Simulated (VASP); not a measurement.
A run of VASP 6.6.1 is set up as follows.

INCAR

```
ALGO     = Normal         # electronic algorithm
DIPOL    = 0.5 0.5 0.286
EDIFF    = 1E-6           # SCF threshold, eV
ENCUT    = 520            # plane-wave cutoff, eV
GGA      = PE             # functional
IDIPOL   = 3            
ISIF     = 2              # what is computed and relaxed
ISMEAR   = 0              # smearing method
LASPH    = T              # aspherical terms in the spheres
LCHARG   = F              # write CHGCAR
LDIPOL   = T            
LREAL    = F              # projectors in reciprocal space
LWAVE    = F              # write WAVECAR
NBANDS   = 26             # bands
NELM     = 100            # most SCF steps
PREC     = Accurate       # precision mode
SIGMA    = 0.1            # smearing width, eV
```

File KPOINTS:

```
k-points
0
Gamma
  12 12 1
```

POSCAR

```
Ga2AsP
1.0
    4.0067509056      0.0000000000      0.0000000000
    0.0000000000      4.0106651640      0.0000000000
    0.0000000000      0.0000000000     29.8728818681
Ga P As
2 1 1
Direct
    0.0000000000      0.5000000000      0.2869779484
    0.5000000000      0.0000000000      0.2868952916
    0.0000000000      0.0000000000      0.3364451974
    0.5000000000      0.5000000000      0.2326579924
```

Potentials or basis: VASP PAW PBE potentials, release 64 (Ga_d, P, As).

The run is started by

```console
$ cat potpaw_PBE.64/Ga_d/POTCAR potpaw_PBE.64/P/POTCAR potpaw_PBE.64/As/POTCAR > POTCAR
$ mpirun -np 1 vasp_std > vasp.out
```

Question: Estimate the band gap on the k mesh.

Answer: Zero (bands 18 and 19 overlap by 0.18 eV).

Question: Predict the largest force.

Answer: 0.047 eV/Å.

Forces on the atoms (eV/Å):
```
Ga   0.000  0.000  0.022
Ga   0.000  0.000  0.023
P    0.000  0.000  0.002
As   0.000  0.000 -0.047
```
